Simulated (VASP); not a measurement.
Here is a VASP 6.6.1 calculation.

INCAR

```
SYSTEM = WSe2
  ALGO = Normal
  DIPOL = 0.5 0.5 0.399
  EDIFF = 1E-7
  ENCUT = 520
  GGA = PE
  IDIPOL = 3
  ISIF = 2
  ISMEAR = 0
  IVDW = 12
  LASPH = .True.
  LCHARG = .True.
  LDIPOL = .True.
  LELF = .True.
  LREAL = .False.
  LVACPOTAV = .True.
  LVHAR = .True.
  LWAVE = .False.
  NBANDS = 35
  NELM = 80
  PREC = Accurate
  SIGMA = 0.05
```

The input KPOINTS:

```
k-points
0
Gamma
  9 9 1
  0 0 0
```

The input POSCAR:

```
WSe2
1.0
    3.2854929709      0.0000000000      0.0000000000
   -1.6427464855      2.8453203767      0.0000000000
    0.0000000000      0.0000000000     24.2386466774
Se W
4 2
Direct
    0.3333333333      0.6666666667      0.1856539294
    0.3333333333      0.6666666667      0.3246601777
    0.7777777778      0.2222222222      0.4735958856
    0.7777777778      0.2222222222      0.6126021339
    0.6666666667      0.3333333333      0.2551570536
    1.1111111111     -0.1111111111      0.5430990097
```

Potentials or basis: VASP PAW PBE potentials, release 64 (Se, W_sv).

Command:

```bash
$ cat potpaw_PBE.64/Se/POTCAR potpaw_PBE.64/W_sv/POTCAR > POTCAR
$ mpirun -np 1 vasp_std > vasp.out
```

Q: Predict the band gap on the k mesh.

A: 1.57 eV (least direct gap 1.66 eV).

Q: What does it give for the largest force?

A: 0.128 eV/Å.

Forces in eV/Å, atoms in the order of the input:
```
Se  -0.001  0.001 -0.038
Se   0.006 -0.004  0.128
Se  -0.003  0.002 -0.125
Se  -0.001  0.001  0.039
W    0.001 -0.001  0.035
W   -0.002  0.001 -0.039
```

Caveat: the cell differs from its parent crystal (layers slid over each other); spin-orbit coupling is left out, which moves the levels of the heavy elements.
